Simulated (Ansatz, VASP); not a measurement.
## Two plane-wave programs on Lu

```
Lu
1.0
     3.26875    0.00000    0.00000
     0.00000    3.26875    0.00000
     0.00000    0.00000    3.26875
Lu
1
Direct
  0.00000 0.00000 0.00000
```

Alike in both runs: task single point; functional RPBE; k mesh 11 × 11 × 11; occupations fermi-dirac, width 0.1 eV; no spin polarisation.

```csv
,VASP,Ansatz
version,VASP 6.6.1,Ansatz 0.2.0
potentials or method,"VASP PAW PBE potentials, release 64 (Lu), cutoff 520 eV","plane waves (420 eV) with PAW, scalar-relativistic"
valence electrons in the cell,25,25
```

|  | VASP | Ansatz | Ansatz less VASP |
| --- | --- | --- | --- |
| pressure (GPa) | -0.1 | -0.1 | -0.05 |

VASP's potentials were made for PBE, not for RPBE.

Neither program's run includes spin-orbit coupling.
